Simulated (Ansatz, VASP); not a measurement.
# One calculation of SnO, two programs

The input INCAR:

```
SYSTEM = SnO
PREC = Accurate
ENCUT = 520
EDIFF = 1E-6
ISMEAR = -1
SIGMA = 0.05
LREAL = .FALSE.
LASPH = .TRUE.
NELM = 60
ALGO = Normal
ISIF = 2
LWAVE = .FALSE.
LCHARG = .FALSE.
GGA = VW
NBANDS = 28
```

File KPOINTS:

```
Automatic mesh
0
G
  7 7 6
  0 0 0
```

Contents of POSCAR:

```
SnO
1.0
    3.7621524798      0.0000000000      0.0000000000
    0.0000000000      3.7621524798      0.0000000000
    0.0000000000      0.0000000000      4.8208658347
Sn O
2 2
Direct
    0.5000000000      0.0000000000      0.7646261400
    0.0000000000      0.5000000000      0.2353738600
    0.0000000000      0.0000000000      0.0000000000
    0.5000000000      0.5000000000      0.0000000000
```

The input input.yaml:

```yaml
crystal:
  lattice:
    - [3.7621524798, 0.0, 0.0]
    - [0.0, 3.7621524798, 0.0]
    - [0.0, 0.0, 4.8208658347]
  atoms:
    - { symbol: Sn, position: [0.5, 0.0, 0.76462614] }
    - { symbol: Sn, position: [0.0, 0.5, 0.23537386] }
    - { symbol: O, position: [0.0, 0.0, 0.0] }
    - { symbol: O, position: [0.5, 0.5, 0.0] }
hamiltonian:
  xc: { exchange: slater, correlation: vwn5 }
  pseudopotentials: { kind: paw }
kpoints:
  mp_grid: { grid: [7, 7, 6] }
scf:
  occupations: { method: fermi_dirac, width: 0.05 }
output:
  forces: true
  stress: true
  eigenvalues: true
```

Alike in both runs: task single point; functional SVWN5; k mesh 7 × 7 × 6; occupations fermi-dirac, width 0.05 eV; no spin polarisation.

|  | VASP | Ansatz |
| --- | --- | --- |
| version | VASP 6.6.1 | Ansatz 0.2.0 |
| potentials or method | VASP PAW PBE potentials, release 64 (Sn_d, O) | Ansatz PAW |
| plane-wave cutoff (eV) | 520 | 420 |
| valence electrons in the cell | 40 | 40 |

|  | VASP | Ansatz | Ansatz less VASP |
| --- | --- | --- | --- |
| gap on the k mesh at the Fermi level (eV) | 0.34 | 0.32 | -0.017 |
| least direct gap on the mesh (eV) | 1.97 | 2.01 | +0.036 |
| pressure (GPa) | 0.9 | 0.6 | -0.29 |
| traceless stress, the component that is largest in VASP (GPa) | -0.34 | -0.34 | -0.007 |
| rms of the force components (eV/Å) | 0.176 | 0.136 | -0.0404 |

VASP's potentials were made for PBE, not for SVWN5. Atom by atom the forces differ by 0.040 eV/Å (rms over components).

Noted on Ansatz's run: odd divisions of the mesh miss points on the zone boundary, where band edges often lie, so the gap on the mesh can be too wide.
